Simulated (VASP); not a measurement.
# Sn2Sb (Pnnm) in VASP: single point with PBE

Aim: the single point of Sn2Sb with PBE.

Program: VASP 6.6.1. These are calculated values, not measurements. Logs are shortened: lines on timing, memory, paths and dates and some standing lists are left out, and cuts for length are marked.

### Step 1. The cell of the first run

Symmetry: Pnnm, No. 58, orthorhombic system. Conventional cell: a = 6.205 Å, b = 7.662 Å, c = 4.161 Å, α = 90.00°, β = 90.00°, γ = 90.00°. Within 3.9 Å of Sn (site symmetry m) lie 1 Sn at 2.99 Å and 3 Sb at 3.04 to 3.05 Å. Sb (site symmetry 2/m) has 6 Sn at 3.04 to 3.05 Å within 4.0 Å.

### Step 2. Single point, PBE

The input, INCAR:

```
  ALGO = Fast
  EDIFF = 1E-6
  ENCUT = 520
  GGA = PE
  ISIF = 2
  ISMEAR = 0
  LASPH = True
  LCHARG = True
  LELF = True
  LREAL = False
  LVHAR = True
  LWAVE = False
  NBANDS = 42
  NELM = 100
  PREC = Accurate
  SIGMA = 0.1
```

The input, KPOINTS:

```
k-points
0
Gamma
  6 6 8
```

The input, POSCAR:

```
Sn2Sb
1.0
    6.2048784159      0.0000000000      0.0000000000
    0.0000000000      7.6623655181      0.0000000000
    0.0000000000      0.0000000000      4.1605276411
Sn Sb
4 2
Direct
    0.1798990536      0.3698873943      0.0000000000
    0.8201009464      0.6301126057      0.0000000000
    0.6798990536      0.1301126057      0.5000000000
    0.3201009464      0.8698873943      0.5000000000
    0.0000000000      0.0000000000      0.0000000000
    0.5000000000      0.5000000000      0.5000000000
```

Potentials or basis: VASP PAW PBE potentials, release 64 (Sn_d, Sb).

Started as:

```sh
$ cat potpaw_PBE.64/Sn_d/POTCAR potpaw_PBE.64/Sb/POTCAR > POTCAR
$ mpirun -np 1 vasp_std > vasp.out
```

OUTCAR:

```text
EDIFF = 1E-6
   ENCUT = 520
   GGA = PE
   ISIF = 2
   ISMEAR = 0
   LASPH = True
   LREAL = False
   NELM = 100
   PREC = Accurate

 ion  position               nearest neighbor table
   1  0.180  0.370  0.000-   2 2.99   6 3.04   6 3.04   5 3.05
   2  0.820  0.630  0.000-   1 2.99   6 3.04   6 3.04   5 3.05
   3  0.680  0.130  0.500-   4 2.99   5 3.04   5 3.04   6 3.05
   4  0.320  0.870  0.500-   3 2.99   5 3.04   5 3.04   6 3.05
   5  0.000  0.000  0.000-   3 3.04   4 3.04   3 3.04   4 3.04   1 3.05   2 3.05
   6  0.500  0.500  0.500-   1 3.04   2 3.04   1 3.04   2 3.04   3 3.05   4 3.05

  LATTYP: Found a simple orthorhombic cell.
 ALAT       =     4.1605276411
 B/A-ratio  =     1.4913681511
 C/A-ratio  =     1.8416811951

  Lattice vectors:

 A1 = (   0.0000000000,   0.0000000000,   4.1605276411)
 A2 = (   6.2048784159,   0.0000000000,   0.0000000000)
 A3 = (   0.0000000000,   7.6623655181,   0.0000000000)

Analysis of symmetry for initial positions (statically):
=====================================================================
 Subroutine PRICEL returns:
 Original cell was already a primitive cell.

 Routine SETGRP: Setting up the symmetry group for a
 simple orthorhombic supercell.

 Subroutine GETGRP returns: Found  8 space group operations
 (whereof  4 operations were pure point group operations)
 out of a pool of  8 trial point group operations.

The static configuration has the point symmetry C_2h.
 The point group associated with its full space group is D_2h.

Analysis of symmetry for dynamics (positions and initial velocities):
=====================================================================
 Subroutine PRICEL returns:
 Original cell was already a primitive cell.

 Routine SETGRP: Setting up the symmetry group for a
 simple orthorhombic supercell.

 Subroutine GETGRP returns: Found  8 space group operations
 (whereof  4 operations were pure point group operations)
 out of a pool of  8 trial point group operations.

The dynamic configuration has the point symmetry C_2h.
 The point group associated with its full space group is D_2h.

 Subroutine INISYM returns: Found  8 space group operations
 (whereof  4 operations are pure point group operations),
 and found     1 'primitive' translations

----------------------------------------------------------------------------------------

                                     Primitive cell

  volume of cell :     197.8083
[... 100 lines left out ...]
   NSW    =      0    number of steps for IOM
   IBRION =     -1    ionic relax: 0-MD 1-quasi-New 2-CG
   NFREE  =      0    steps in history (QN), initial steepest desc. (CG)
   ISIF   =      2    stress and relaxation
   ISYM   =      2    0-nonsym 1-usesym 2-fastsym
   POTIM  = 0.5000    time-step for ionic-motion
   TEBEG  =    0.0;   TEEND  =   0.0 temperature during run
   PSTRESS=    0.0 pullay stress
   NELECT =      66.0000    total number of electrons
   NUPDOWN=      -1.0000    fix difference up-down
   EMIN   =  10.00;   EMAX   =-10.00  energy-range for DOS
   EFERMI =   0.00;   METHOD = LEGACY
   ISMEAR =     0;   SIGMA  =   0.10  broadening in eV -4-tet -1-fermi 0-gaus
   EFERMI_NEDOS =   21; number of points for ismear=-14 and -15
   IALGO  =     68    algorithm
   IMIX   =      4    mixing-type and parameters
     AMIX     =   0.40;   BMIX     =  1.00
     AMIX_MAG =   1.60;   BMIX_MAG =  1.00
  volume/ion in A,a.u.               =      32.97       222.48
  Fermi-wavevector in a.u.,A,eV,Ry     =   1.135467  2.145722 17.541800  1.289286
  Thomas-Fermi vector in A             =   2.272172
   LORBIT       =      0    0 simple, 1 ext, 2 COOP (PROOUT), +10 PAW based schemes
   GGA     = PE    functional components
   LHFCALC =     F    Hartree Fock is set to
   AEXX    =    0.0000 exact exchange contribution
   IVDW    =     0    specifies the selected vdW correction
   LEPSILON=     F    determine dielectric tensor
   LRPA    =     F    only Hartree local field effects (RPA)
 non-spin polarized calculation
 RMM-DIIS sequential band-by-band and
 Gauss-broadening in eV      SIGMA  =   0.10
  energy-cutoff  :      520.00
  volume of cell :      197.81
 maximum number of plane-waves:      5380
 NGX is ok and might be reduce to    48
   NGX = 23   NGY = 29   NGZ = 15

 number of electron      65.9999985 magnetization

 Free energy of the ion-electron system (eV)
  ---------------------------------------------------
  ext. energy  EPLUGINS =         0.00000000
  ---------------------------------------------------
  free energy    TOTEN  =       -22.78353298 eV

  energy without entropy =      -22.76539845  energy(sigma->0) =      -22.77446571

 E-fermi :   6.0758     XC(G=0):  -9.2390

 val. band max:        6.0728660512   @ k =   0.1667   0.3333   0.3750
 cond. band min:       6.0942143487   @ k =   0.3333   0.1667   0.1250
 fundamental gap:      0.0213482975
 Fermi energy:         6.0757723941

 k-point     1 :       0.0000    0.0000    0.0000
  band No.  band energies     occupation
      1     -15.5702      2.00000
      2     -15.5664      2.00000
      3     -15.5095      2.00000
      4     -15.5074      2.00000
      5     -15.5056      2.00000
      6     -15.5032      2.00000
[... 1069 lines left out ...]
     41       9.8818      0.00000
     42       9.8824      0.00000

 [... further k-points ...]

------------------------ aborting loop because EDIFF is reached ----------------------------------------

  FORCE on cell =-STRESS in cart. coord.  units (eV):
  Direction    XX          YY          ZZ          XY          YZ          ZX
  --------------------------------------------------------------------------------------
  -------------------------------------------------------------------------------------
  Total       -0.0714954     -0.0790696     -0.0846688      0.0000000      0.0000000      0.0000000
  in kB       -0.5790878     -0.6404362     -0.6857870      0.0000000      0.0000000      0.0000000
  external PRESSURE =      -0.6351036 kB  Pullay stress =       0.0000000 kB

 VOLUME and BASIS-vectors are now :
 -----------------------------------------------------------------------------
  energy-cutoff  :      520.00
  volume of cell :      197.81
      direct lattice vectors                 reciprocal lattice vectors
     6.204878416  0.000000000  0.000000000     0.161163512  0.000000000  0.000000000
     0.000000000  7.662365518  0.000000000     0.000000000  0.130508000  0.000000000
     0.000000000  0.000000000  4.160527641     0.000000000  0.000000000  0.240354130

 POSITION                                       TOTAL-FORCE (eV/Angst)
 -----------------------------------------------------------------------------------
      1.11625      2.83421      0.00000        -0.001108      0.000853      0.000000
      5.08863      4.82815      0.00000         0.001108     -0.000853     -0.000000
      4.21869      0.99697      2.08026        -0.001108     -0.000853      0.000000
      1.98619      6.66540      2.08026         0.001108      0.000853     -0.000000
      0.00000      0.00000      0.00000         0.000000      0.000000      0.000000
      3.10244      3.83118      2.08026         0.000000      0.000000      0.000000
 -----------------------------------------------------------------------------------
    total drift:                                0.000000     -0.000000     -0.000000

  FREE ENERGIE OF THE ION-ELECTRON SYSTEM (eV)
  ---------------------------------------------------
  free  energy   TOTEN  =       -22.7835329803 eV

  energy  without entropy=      -22.7653984487  energy(sigma->0) =      -22.77446571
```

OSZICAR:

```text
N       E                     dE             d eps       ncg     rms          rms(c)
DAV:   1     0.642307309944E+03    0.64231E+03   -0.31078E+04  6972   0.198E+03
DAV:   2     0.691407460436E+02   -0.57317E+03   -0.55920E+03  6752   0.543E+02
DAV:   3    -0.179273495285E+02   -0.87068E+02   -0.84573E+02  7806   0.186E+02
DAV:   4    -0.227086976103E+02   -0.47813E+01   -0.47138E+01  7736   0.460E+01
DAV:   5    -0.228599672415E+02   -0.15127E+00   -0.15105E+00  8988   0.866E+00    0.423E+00
RMM:   6    -0.227918826403E+02    0.68085E-01   -0.12423E-01  8021   0.221E+00    0.250E+00
RMM:   7    -0.227838396537E+02    0.80430E-02   -0.95556E-02  8067   0.171E+00    0.360E-01
RMM:   8    -0.227825860701E+02    0.12536E-02   -0.20796E-02  8681   0.107E+00    0.804E-02
RMM:   9    -0.227834738840E+02   -0.88781E-03   -0.91922E-03 11328   0.563E-01    0.830E-02
RMM:  10    -0.227835259523E+02   -0.52068E-04   -0.66317E-04 11418   0.147E-01    0.470E-02
RMM:  11    -0.227835321129E+02   -0.61607E-05   -0.10339E-04  8892   0.793E-02    0.135E-02
RMM:  12    -0.227835328601E+02   -0.74712E-06   -0.40414E-05 10686   0.354E-02    0.375E-03
RMM:  13    -0.227835329803E+02   -0.12026E-06   -0.43355E-06  6054   0.140E-02
   1 F= -.22783533E+02 E0= -.22774466E+02  d E =-.181345E-01
```

stdout:

```text
POSCAR found type information on POSCAR SnSb
 POSCAR found :  2 types and       6 ions
 scaLAPACK will be used
 LDA part: xc-table for (Slater+PW92), standard interpolation
 POSCAR, INCAR and KPOINTS ok, starting setup
 FFT: planning ... GRIDC
 FFT: planning ... GRID_SOFT
 FFT: planning ... GRID
 WAVECAR not read
 entering main loop
```

Wall time 15 min (1 thread of Intel Xeon 8259CL, shared host); peak memory 0.65 GiB.

Results:

```
Free energy            : -22.7835 eV
Pressure               : -0.1 GPa
Band gap on the k mesh : zero (bands 33 and 34 overlap by 2.37 eV)
```

Caveat: spin-orbit coupling is left out, which moves the levels of the heavy elements.
